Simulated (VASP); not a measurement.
Write the native input for VASP 6.6.1 that does the following.

| Quantity | Value |
| --- | --- |
| Task | relaxation of the atoms |
| Functional | PBE |
| Potentials or basis | VASP PAW PBE potentials, release 64 (O, Si) |
| Cutoff | 520 eV |
| k mesh | 3 × 3 × 1 |
| Occupations | gaussian, width 0.05 eV |
| Spin | collinear spin |
| Dipole correction | no |
| Further INCAR settings | LREAL = Auto; ALGO = Normal; EDIFF = 1e-07; IBRION = 2; EDIFFG = -0.05; NSW = 50 |

The structure of Si31O (a cell with a defect) lies in POSCAR:

```
Si31O
1.0
    7.5896000000      0.0000000000      0.0000000000
   -3.7948000000      6.5727860000      0.0000000000
    0.0000000000      0.0000000000     12.7099000000
O Si
1 31
Direct
   -0.0051308317      0.0051784068      0.4103476508
    0.0000000000      0.5000000000      0.4062000000
    0.5000000000      0.0000000000      0.4062000000
    0.5000000000      0.5000000000      0.4062000000
    0.0000000000      0.0000000000      0.9062000000
    0.0000000000      0.5000000000      0.9062000000
    0.5000000000      0.0000000000      0.9062000000
    0.5000000000      0.5000000000      0.9062000000
    0.0000000000      0.0000000000      0.0938000000
    0.0000000000      0.5000000000      0.0938000000
    0.5000000000      0.0000000000      0.0938000000
    0.5000000000      0.5000000000      0.0938000000
   -0.0046589233     -0.0091463039      0.5909425094
    0.0000000000      0.5000000000      0.5938000000
    0.5000000000      0.0000000000      0.5938000000
    0.5000000000      0.5000000000      0.5938000000
    0.1713029088      0.3367989852      0.3414192534
    0.1662377834      0.8303845997      0.3459526116
    0.6666670000      0.3333330000      0.3437000000
    0.6668122276      0.8341245423      0.3453423836
    0.3333330000      0.1666670000      0.8437000000
    0.3333330000      0.6666670000      0.8437000000
    0.8333330000      0.1666670000      0.8437000000
    0.8333330000      0.6666670000      0.8437000000
    0.1666670000      0.3333330000      0.1563000000
    0.1666670000      0.8333330000      0.1563000000
    0.6666670000      0.3333330000      0.1563000000
    0.6666670000      0.8333330000      0.1563000000
    0.3333330000      0.1666670000      0.6563000000
    0.3333330000      0.6666670000      0.6563000000
    0.8333330000      0.1666670000      0.6563000000
    0.8333330000      0.6666670000      0.6563000000
```

One way to write it, as run:

INCAR

```
SYSTEM = Si31O
PREC = Accurate
ENCUT = 520
EDIFF = 1E-7
ISMEAR = 0
SIGMA = 0.05
LREAL = Auto
LASPH = .True.
NELM = 150
ALGO = Normal
ISIF = 2
LWAVE = .False.
LCHARG = .False.
ISPIN = 2
MAGMOM = 0.5 0 0 0 0 0 0 0 0 0 0 0 0.5 0 0 0 0.5 0.5 0 0.5 0 0 0 0 0 0 0 0 0 0 0 0
LORBIT = 11
GGA = PE
IBRION = 2
NSW = 50
EDIFFG = -0.05
KPAR = 2
NCORE = 2
```

KPOINTS

```
Automatic mesh
0
Gamma
  3 3 1
  0 0 0
```

Potentials or basis: VASP PAW PBE potentials, release 64 (O, Si).

Launch:

```bash
$ cat potpaw_PBE.64/O/POTCAR potpaw_PBE.64/Si/POTCAR > POTCAR
$ mpirun -np 8 vasp_std > vasp.out
```

It gave:

```json
{
  "Energy gained by relaxing": "58.5 meV/atom",
  "Ionic steps": "38",
  "Pressure after relaxing": "2.1 GPa",
  "Largest force after relaxing": "0.044 eV/Å",
  "Band gap on the k mesh": "0.60 eV",
  "Net moment": "0.00 μB per cell",
  "Valence electrons inside the program's atomic spheres": "O 5.11; Si 1.70, 1.71, 1.69, 1.62, 1.60, 1.67, 1.65, 1.68 (each value once)"
}
```

Caveat: the k points lie up to 0.49 Å⁻¹ apart; the relaxation stopped at a loose force limit of 0.05 eV/Å, so its end isn't a converged minimum.

It took 36 min on 8 MPI ranks on AMD EPYC 9R45 96-Core Processor (Zen 5), with other jobs on the host, peak memory 0.41 GiB a rank.
